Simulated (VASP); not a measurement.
# BP (F-43m) in VASP: further runs

Runs on BP. Level: r2SCAN. Tasks: relaxation of cell and atoms.

Program: VASP 6.6.1. These are calculated values, not measurements. Logs are shortened: lines on timing, memory, paths and dates and some standing lists are left out, and cuts for length are marked.

## Step 1: The cell of the first run

Symmetry: F-43m, No. 216, cubic system. The conventional cell has a = 4.537 Å, b = 4.537 Å, c = 4.537 Å, α = 90.00°, β = 90.00°, γ = 90.00°. Within 2.6 Å of B (site symmetry -43m) lie 4 P at 1.96 Å. P (site symmetry -43m) has 4 B at 1.96 Å within 2.6 Å.

## Step 2: Relaxation of cell and atoms, r2SCAN, target pressure 10 GPa, at which the enthalpy is minimised

File POSCAR:

```
BP
1.0
    0.0000000000      2.2682552984      2.2682552984
    2.2682552984      0.0000000000      2.2682552984
    2.2682552984      2.2682552984      0.0000000000
B P
1 1
Direct
    0.0000000000      0.0000000000      0.0000000000
    0.7500000000      0.7500000000      0.7500000000
```

File INCAR.step1:

```
SYSTEM = BP
  PREC = Accurate
  ENCUT = 600
  ISMEAR = 0
  SIGMA = 0.01
  LREAL = .False.
  LASPH = .True.
  NELM = 80
  GGA = PE
  ALGO = Normal
  EDIFF = 1E-4
  LWAVE = .True.
  LCHARG = .False.
```

File INCAR.step2:

```
SYSTEM = BP
  PREC = Accurate
  ENCUT = 600
  EDIFF = 1E-7
  ISMEAR = 0
  SIGMA = 0.01
  LREAL = .False.
  LASPH = .True.
  NELM = 80
  ALGO = Normal
  ISIF = 3
  LWAVE = .False.
  LCHARG = .False.
  METAGGA = R2SCAN
  LMIXTAU = .True.
  IBRION = 2
  NSW = 100
  EDIFFG = -0.002
  PSTRESS = 100.0
  ISTART = 1
```

File KPOINTS:

```
Automatic mesh
0
Gamma
  8 8 8
  0 0 0
```

Potentials or basis: VASP PAW PBE potentials, release 64 (B, P).

Started as:

```console
$ cat potpaw_PBE.64/B/POTCAR potpaw_PBE.64/P/POTCAR > POTCAR
$ cp INCAR.step1 INCAR
$ mpirun -np 1 vasp_std > vasp.out
$ cp INCAR.step2 INCAR
$ mpirun -np 1 vasp_std > vasp.out
```

OUTCAR:

```text
SYSTEM = BP
   PREC = Accurate
   ENCUT = 600
   EDIFF = 1E-7
   ISMEAR = 0
   LREAL = .False.
   LASPH = .True.
   NELM = 80
   ISIF = 3
   METAGGA = R2SCAN
   IBRION = 2
   NSW = 100
   EDIFFG = -0.002
   PSTRESS = 100.0
   ISTART = 1

 ion  position               nearest neighbor table
   1  0.000  0.000  0.000-   2 1.96   2 1.96   2 1.96   2 1.96
   2  0.750  0.750  0.750-   1 1.96   1 1.96   1 1.96   1 1.96

  LATTYP: Found a face centered cubic cell.
 ALAT       =     4.5365105968

  Lattice vectors:

 A1 = (   0.0000000000,   2.2682552984,   2.2682552984)
 A2 = (   2.2682552984,   0.0000000000,   2.2682552984)
 A3 = (   2.2682552984,   2.2682552984,   0.0000000000)

Analysis of symmetry for initial positions (statically):
=====================================================================
 Subroutine PRICEL returns:
 Original cell was already a primitive cell.

 Routine SETGRP: Setting up the symmetry group for a
 face centered cubic supercell.

 Subroutine GETGRP returns: Found 24 space group operations
 (whereof 24 operations were pure point group operations)
 out of a pool of 48 trial point group operations.

The static configuration has the point symmetry T_d .

Analysis of symmetry for dynamics (positions and initial velocities):
=====================================================================
 Subroutine PRICEL returns:
 Original cell was already a primitive cell.

 Routine SETGRP: Setting up the symmetry group for a
 face centered cubic supercell.

 Subroutine GETGRP returns: Found 24 space group operations
 (whereof 24 operations were pure point group operations)
 out of a pool of 48 trial point group operations.

The dynamic configuration has the point symmetry T_d .

 Subroutine INISYM returns: Found 24 space group operations
 (whereof 24 operations are pure point group operations),
 and found     1 'primitive' translations

----------------------------------------------------------------------------------------

                                     Primitive cell

  volume of cell :      23.3403

  direct lattice vectors                    reciprocal lattice vectors
     0.000000000  2.268255298  2.268255298    -0.220433741  0.220433741  0.220433741
     2.268255298  0.000000000  2.268255298     0.220433741 -0.220433741  0.220433741
     2.268255298  2.268255298  0.000000000     0.220433741  0.220433741 -0.220433741

  length of vectors
     3.207797406  3.207797406  3.207797406     0.381802438  0.381802438  0.381802438

  position of ions in fractional coordinates (direct lattice)
     0.000000000  0.000000000  0.000000000
     0.750000000  0.750000000  0.750000000

  ion indices of the primitive-cell ions
   primitive index   ion index
                 1           1
                 2           2

----------------------------------------------------------------------------------------

 KPOINTS: Automatic mesh

Automatic generation of k-mesh.
 Grid dimensions read from file:
 generate k-points for:    8    8    8

 Generating k-lattice:

  Cartesian coordinates                     Fractional coordinates (reciprocal lattice)
    -0.027554218  0.027554218  0.027554218     0.125000000  0.000000000  0.000000000
     0.027554218 -0.027554218  0.027554218     0.000000000  0.125000000  0.000000000
     0.027554218  0.027554218 -0.027554218     0.000000000  0.000000000  0.125000000

  Length of vectors
     0.047725305  0.047725305  0.047725305

  Shift w.r.t. Gamma in fractional coordinates (k-lattice)
     0.000000000  0.000000000  0.000000000

 Subroutine IBZKPT returns following result:
 ===========================================

 Found     29 irreducible k-points:

 Following reciprocal coordinates:
            Coordinates               Weight
  0.000000  0.000000  0.000000      1.000000
  0.125000  0.000000  0.000000      8.000000
  0.250000  0.000000  0.000000      8.000000
  0.375000  0.000000  0.000000      8.000000
  0.500000  0.000000  0.000000      4.000000
  0.125000  0.125000  0.000000      6.000000
[... 16 lines left out ...]
  0.500000  0.250000  0.125000     48.000000
 -0.375000  0.250000  0.125000     24.000000
 [... further k-points ...]
   k-points           NKPTS =     29   k-points in BZ     NKDIM =     29   number of bands    NBANDS=      8
   number of dos      NEDOS =    301   number of ions     NIONS =      2
   total plane-waves  NPLWV =  21952
   dimension x,y,z NGX =    28 NGY =   28 NGZ =   28
   dimension x,y,z NGXF=    56 NGYF=   56 NGZF=   56
   ions per type =               1   1
   NGX,Y,Z   is equivalent  to a cutoff of  14.51, 14.51, 14.51 a.u.
   NGXF,Y,Z  is equivalent  to a cutoff of  29.02, 29.02, 29.02 a.u.
 SYSTEM =  BP
   PREC   = accura    normal or accurate (medium, high low for compatibility)
   ISTART =      1    job   : 0-new  1-cont  2-samecut
   ICHARG =      0    charge: 1-file 2-atom 10-const
   ISPIN  =      1    spin polarized calculation?
   LNONCOLLINEAR =      F non collinear calculations
   LSORBIT =      F    spin-orbit coupling
   LASPH  =      T    aspherical Exc in radial PAW
   ENCUT  =  600.0 eV  44.10 Ry    6.64 a.u.   6.41  6.41  6.41*2*pi/ulx,y,z
   NELM   =     80;   NELMIN=  2; NELMDL=  0     # of ELM steps
   EDIFF  = 0.1E-06   stopping-criterion for ELM
   LREAL  =      F    real-space projection
   EDIFFG = -.2E-02   stopping-criterion for IOM
   NSW    =    100    number of steps for IOM
   IBRION =      2    ionic relax: 0-MD 1-quasi-New 2-CG
   NFREE  =      1    steps in history (QN), initial steepest desc. (CG)
   ISIF   =      3    stress and relaxation
   ISYM   =      2    0-nonsym 1-usesym 2-fastsym
   POTIM  = 0.5000    time-step for ionic-motion
   TEBEG  =    0.0;   TEEND  =   0.0 temperature during run
   PSTRESS=  100.0 pullay stress
   NELECT =       8.0000    total number of electrons
   NUPDOWN=      -1.0000    fix difference up-down
   EMIN   =  10.00;   EMAX   =-10.00  energy-range for DOS
   EFERMI =   0.00;   METHOD = LEGACY
   ISMEAR =     0;   SIGMA  =   0.01  broadening in eV -4-tet -1-fermi 0-gaus
   EFERMI_NEDOS =   21; number of points for ismear=-14 and -15
   IALGO  =     38    algorithm
   IMIX   =      4    mixing-type and parameters
     AMIX     =   0.40;   BMIX     =  1.00
     AMIX_MAG =   1.60;   BMIX_MAG =  1.00
  volume/ion in A,a.u.               =      11.67        78.75
  Fermi-wavevector in a.u.,A,eV,Ry     =   1.145696  2.165052 17.859284  1.312620
  Thomas-Fermi vector in A             =   2.282384
   LORBIT       =      0    0 simple, 1 ext, 2 COOP (PROOUT), +10 PAW based schemes
   METAGGA = R2SCAN    functional components
   LHFCALC =     F    Hartree Fock is set to
   AEXX    =    0.0000 exact exchange contribution
   IVDW    =     0    specifies the selected vdW correction
   LEPSILON=     F    determine dielectric tensor
   LRPA    =     F    only Hartree local field effects (RPA)
 conjugate gradient relaxation of ions
 non-spin polarized calculation
 Gauss-broadening in eV      SIGMA  =   0.01
  energy-cutoff  :      600.00
  volume of cell :       23.34
 maximum number of plane-waves:       791
 NGX is ok and might be reduce to    28
   NGX = 13   NGY = 13   NGZ = 13

--------------------------------------- Ionic step        1  -------------------------------------------

 number of electron       8.0000000 magnetization

 Free energy of the ion-electron system (eV)
  ---------------------------------------------------
  ext. energy  EPLUGINS =         0.00000000
  ---------------------------------------------------
  free energy    TOTEN  =       -17.31205570 eV

  energy without entropy =      -17.31205570  energy(sigma->0) =      -17.31205570

------------------------ aborting loop because EDIFF is reached ----------------------------------------

  FORCE on cell =-STRESS in cart. coord.  units (eV):
  Direction    XX          YY          ZZ          XY          YZ          ZX
  --------------------------------------------------------------------------------------
  -------------------------------------------------------------------------------------
  Total       -0.0698486     -0.0698486     -0.0698486      0.0000000      0.0000000      0.0000000
  in kB       -4.7947104     -4.7947104     -4.7947104      0.0000000      0.0000000      0.0000000
  external PRESSURE =    -104.7947104 kB  Pullay stress =     100.0000000 kB

 VOLUME and BASIS-vectors are now :
 -----------------------------------------------------------------------------
  energy-cutoff  :      600.00
  volume of cell :       23.34
      direct lattice vectors                 reciprocal lattice vectors
     0.000000000  2.268255298  2.268255298    -0.220433741  0.220433741  0.220433741
     2.268255298  0.000000000  2.268255298     0.220433741 -0.220433741  0.220433741
     2.268255298  2.268255298  0.000000000     0.220433741  0.220433741 -0.220433741
[... 160 lines left out ...]
  FREE ENERGIE OF THE ION-ELECTRON SYSTEM (eV)
  ---------------------------------------------------
  free  energy   TOTEN  =       -17.2768786011 eV

  energy  without entropy=      -17.2768786011  energy(sigma->0) =      -17.27687860

  enthalpy is  TOTEN    =       -15.8986514426 eV   P V=        1.3782271586

--------------------------------------- Ionic step        6  -------------------------------------------

 number of electron       8.0000000 magnetization

 Free energy of the ion-electron system (eV)
  ---------------------------------------------------
  ext. energy  EPLUGINS =         0.00000000
  ---------------------------------------------------
  free energy    TOTEN  =       -17.27609551 eV

  energy without entropy =      -17.27609551  energy(sigma->0) =      -17.27609551

 E-fermi :   8.2011     XC(G=0): -11.7607

 val. band max:        8.0808986841   @ k =   0.0000   0.0000   0.0000
 cond. band min:       9.4895877004   @ k =   0.3750   0.3750   0.0000
 fundamental gap:      1.4086890162
 Fermi energy:         8.2010612124

 k-point     1 :       0.0000    0.0000    0.0000
  band No.  band energies     occupation
      1      -8.7134      2.00000
      2       8.0809      2.00000
      3       8.0809      2.00000
      4       8.0809      2.00000
      5      11.8155      0.00000
      6      11.8155      0.00000
      7      11.8155      0.00000
      8      17.0226      0.00000

 k-point     2 :       0.1250    0.0000    0.0000
  band No.  band energies     occupation
      1      -8.4041      2.00000
      2       6.0655      2.00000
      3       7.6064      2.00000
      4       7.6064      2.00000
      5      12.4752      0.00000
      6      12.4752      0.00000
      7      12.5051      0.00000
      8      17.7463      0.00000
[... 221 lines left out ...]
 k-point    23 :       0.5000    0.2500    0.1250
  band No.  band energies     occupation
      1      -5.3199      2.00000
      2       0.3380      2.00000
      3       3.2039      2.00000
      4       5.0427      2.00000
      5      12.5761      0.00000
      6      14.1185      0.00000
      7      16.2094      0.00000
      8      17.3041      0.00000

 k-point    24 :      -0.3750    0.2500    0.1250
  band No.  band energies     occupation
      1      -4.2517      2.00000
      2      -1.2009      2.00000
      3       3.1321      2.00000
      4       4.6255      2.00000
      5      12.6433      0.00000
      6      13.8484      0.00000
      7      17.3613      0.00000
      8      18.9635      0.00000

 [... further k-points ...]
[... 5 lines left out ...]
  --------------------------------------------------------------------------------------
  -------------------------------------------------------------------------------------
  Total        1.3797366      1.3797366      1.3797366     -0.0000000     -0.0000000     -0.0000000
  in kB      100.1667419    100.1667419    100.1667419     -0.0000000     -0.0000000     -0.0000000
  external PRESSURE =       0.1667419 kB  Pullay stress =     100.0000000 kB

 VOLUME and BASIS-vectors are now :
 -----------------------------------------------------------------------------
  energy-cutoff  :      600.00
  volume of cell :       22.07
      direct lattice vectors                 reciprocal lattice vectors
     0.000000000  2.226303716  2.226303716    -0.224587506  0.224587506  0.224587506
     2.226303716  0.000000000  2.226303716     0.224587506 -0.224587506  0.224587506
     2.226303716  2.226303716  0.000000000     0.224587506  0.224587506 -0.224587506

 POSITION                                       TOTAL-FORCE (eV/Angst)
 -----------------------------------------------------------------------------------
      0.00000      0.00000      0.00000         0.000000      0.000000     -0.000000
      3.33946      3.33946      3.33946        -0.000000     -0.000000      0.000000
 -----------------------------------------------------------------------------------
    total drift:                                0.000000      0.000000      0.000000

  FREE ENERGIE OF THE ION-ELECTRON SYSTEM (eV)
  ---------------------------------------------------
  free  energy   TOTEN  =       -17.2760955120 eV

  energy  without entropy=      -17.2760955120  energy(sigma->0) =      -17.27609551

  enthalpy is  TOTEN    =       -15.8986556506 eV   P V=        1.3774398614

 reached required accuracy - stopping structural energy minimisation
```

Wall time 72 s (1 thread of Intel Xeon 6975P-C (Granite Rapids), shared host); peak memory 0.16 GiB.

What came out:

* Free energy: -17.2761 eV
* Relaxed volume: 11.03 Å³/atom
* Relaxed cell: a = 3.148 Å, b = 3.148 Å, c = 3.148 Å, α = 60.00°, β = 60.00°, γ = 60.00°
* Space group after relaxing (to 0.05 Å): F-43m (No. 216)
* Energy change on relaxing (the enthalpy is what falls): +18.0 meV/atom
* Ionic steps: 6
* Pressure after relaxing: 10.0 GPa
* Band gap on the k mesh: 1.41 eV, indirect (least direct gap 3.73 eV)

The path:
```
step  energy change (eV)  largest force (eV/Å)  pressure (GPa)  volume (Å³)
   1              0.0000                0.0000           -0.48        23.34
   2              0.1586                0.0000           22.92        20.86
   3              0.0352                0.0000            9.90        22.08
   4              0.0367                0.0000           10.13        22.06
   5              0.0352                0.0000            9.89        22.08
   6              0.0360                0.0000           10.02        22.07
```

Final structure:
```yaml
crystal:
  lattice:
    - [0.00000, 2.22630, 2.22630]
    - [2.22630, 0.00000, 2.22630]
    - [2.22630, 2.22630, 0.00000]
  atoms:
    - { symbol: B, position: [0.00000, 0.00000, 0.00000] }
    - { symbol: P, position: [0.75000, 0.75000, 0.75000] }
```

Levels at points of the mesh, in eV from the valence-band top:
```tsv
k point	band 1	band 2	band 3	band 4	band 5	band 6	band 7	band 8
(0.00, 0.00, 0.00)	-16.79	0.00	0.00	0.00	3.73	3.73	3.73	8.94
(0.50, 0.00, 0.00)	-13.07	-9.93	-1.94	-1.94	4.50	5.07	5.07	11.14
(0.50, 0.50, 0.00)	-11.32	-9.44	-4.56	-4.56	1.42	1.86	13.63	13.63
```

Caveat: the cell is relaxed towards a set pressure, so the enthalpy falls and the energy may rise; the PAW data sets were made with another functional, which shifts forces and pressure a little. r2SCAN opens gaps a little over a GGA but as a rule still falls short of measured ones.

## Step 3: Relaxation of cell and atoms, r2SCAN, target pressure 15 GPa, at which the enthalpy is minimised

POSCAR is that of step 2.

File INCAR.step1:

```
SYSTEM = BP
ALGO = Normal
EDIFF = 1E-4
ENCUT = 600
GGA = PE
ISMEAR = 0
LASPH = .True.
LCHARG = .False.
LREAL = .False.
LWAVE = .True.
NELM = 80
PREC = Accurate
SIGMA = 0.01
```

File INCAR.step2:

```
SYSTEM = BP
ALGO = Normal
EDIFF = 1E-6
EDIFFG = -0.002
ENCUT = 600
IBRION = 2
ISIF = 3
ISMEAR = 0
ISTART = 1
LASPH = .True.
LCHARG = .False.
LMIXTAU = .True.
LREAL = .False.
LWAVE = .False.
METAGGA = R2SCAN
NELM = 80
NSW = 100
PREC = Accurate
PSTRESS = 150.0
SIGMA = 0.01
```

File KPOINTS:

```
k-points
0
Gamma
  8 8 8
  0 0 0
```

Potentials or basis: VASP PAW PBE potentials, release 64 (B, P).

Started as:

```console
$ cat potpaw_PBE.64/B/POTCAR potpaw_PBE.64/P/POTCAR > POTCAR
$ cp INCAR.step1 INCAR
$ mpirun -np 1 vasp_std > vasp.out
$ cp INCAR.step2 INCAR
$ mpirun -np 1 vasp_std > vasp.out
```

Run time: 65 s. Hardware: 1 thread of Intel Xeon 6975P-C (Granite Rapids), shared host; peak memory 0.16 GiB.

Results (log left out):

| Property | Result |
| --- | --- |
| Free energy | -17.2368 eV |
| Relaxed volume | 10.78 Å³/atom |
| Relaxed cell | a = 3.124 Å, b = 3.124 Å, c = 3.124 Å, α = 60.00°, β = 60.00°, γ = 60.00° |
| Space group after relaxing (to 0.05 Å) | F-43m (No. 216) |
| Energy change on relaxing (the enthalpy is what falls) | +37.6 meV/atom |
| Ionic steps | 7 |
| Pressure after relaxing | 15.0 GPa |
| Band gap on the k mesh | 1.37 eV, indirect (least direct gap 3.78 eV) |

Step by step:
| step | energy change (eV) | largest force (eV/Å) | pressure (GPa) | volume (Å³) |
| --- | --- | --- | --- | --- |
| 1 | 0.0000 | 0.0000 | -0.48 | 23.34 |
| 2 | 0.3701 | 0.0000 | 38.13 | 19.73 |
| 3 | 0.0725 | 0.0000 | 14.69 | 21.59 |
| 4 | 0.0756 | 0.0000 | 15.06 | 21.56 |
| 5 | 0.0745 | 0.0000 | 14.96 | 21.57 |
| 6 | 0.0750 | 0.0000 | 14.96 | 21.57 |
| 7 | 0.0752 | 0.0000 | 14.99 | 21.56 |

Final structure:
```
B P
1.0
     0.00000    2.20918    2.20918
     2.20918    0.00000    2.20918
     2.20918    2.20918    0.00000
B P
1 1
Direct
  0.00000 0.00000 0.00000
  0.75000 0.75000 0.75000
```

Levels at points of the mesh, in eV from the valence-band top:
| k point | band 1 | band 2 | band 3 | band 4 | band 5 | band 6 | band 7 | band 8 |
| --- | --- | --- | --- | --- | --- | --- | --- | --- |
| (0.00, 0.00, 0.00) | -17.02 | 0.00 | 0.00 | 0.00 | 3.78 | 3.78 | 3.78 | 9.33 |
| (0.50, 0.00, 0.00) | -13.20 | -10.11 | -1.96 | -1.96 | 4.66 | 5.08 | 5.08 | 11.23 |
| (0.50, 0.50, 0.00) | -11.41 | -9.56 | -4.65 | -4.65 | 1.37 | 1.84 | 13.87 | 13.87 |

Caveat: the cell is relaxed towards a set pressure, so the enthalpy falls and the energy may rise; the PAW data sets were made with another functional, which shifts forces and pressure a little.
